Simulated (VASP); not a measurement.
Set up this calculation in VASP 6.6.1, as the native input.

```
Task                   : single point
Functional             : PBE
Potentials or basis    : VASP PAW PBE potentials, release 64 (Si, Ni)
Cutoff                 : 600 eV
k mesh                 : 16 × 16 × 16
Occupations            : gaussian, width 0.15 eV
Spin                   : no spin polarisation
Dipole correction      : no
Further INCAR settings : ALGO = Normal; EDIFF = 1e-06; NBANDS = 25
```

The structure of SiNi3 lies in POSCAR:

```
SiNi3
1.0
    3.5062596291      0.0000000000      0.0000000000
    0.0000000000      3.5062596291      0.0000000000
    0.0000000000      0.0000000000      3.5062596291
Si Ni
1 3
Direct
    0.0000000000      0.0000000000      0.0000000000
    0.0000000000      0.5000000000      0.5000000000
    0.5000000000      0.0000000000      0.5000000000
    0.5000000000      0.5000000000      0.0000000000
```

One way to write it, as run:

INCAR

```
SYSTEM = SiNi3
ALGO     = Normal         ! electronic algorithm
EDIFF    = 1E-6           ! SCF threshold, eV
ENCUT    = 600            ! plane-wave cutoff, eV
GGA      = PE             ! functional
GGA_COMPAT= .FALSE.      
ISIF     = 2              ! what is computed and relaxed
ISMEAR   = 0              ! smearing method
LASPH    = .TRUE.         ! aspherical terms in the spheres
LCHARG   = .FALSE.        ! write CHGCAR
LREAL    = .FALSE.        ! projectors in reciprocal space
LWAVE    = .FALSE.        ! write WAVECAR
NBANDS   = 25             ! bands
NELM     = 120            ! most SCF steps
PREC     = Accurate       ! precision mode
SIGMA    = 0.15           ! smearing width, eV
```

KPOINTS

```
k-points
0
G
  16 16 16
  0 0 0
```

Potentials or basis: VASP PAW PBE potentials, release 64 (Si, Ni).

The run is started by

```console
$ cat potpaw_PBE.64/Si/POTCAR potpaw_PBE.64/Ni/POTCAR > POTCAR
$ mpirun -np 1 vasp_std > vasp.out
```

It gave:

- Pressure: 0.0 GPa
- Band gap on the k mesh: zero (band 17 reaches 10.68 eV, above the bottom of band 18 at 10.45 eV)

It took 3.6 min on 1 thread of Intel Xeon 8259CL (shared host), peak memory 0.29 GiB.
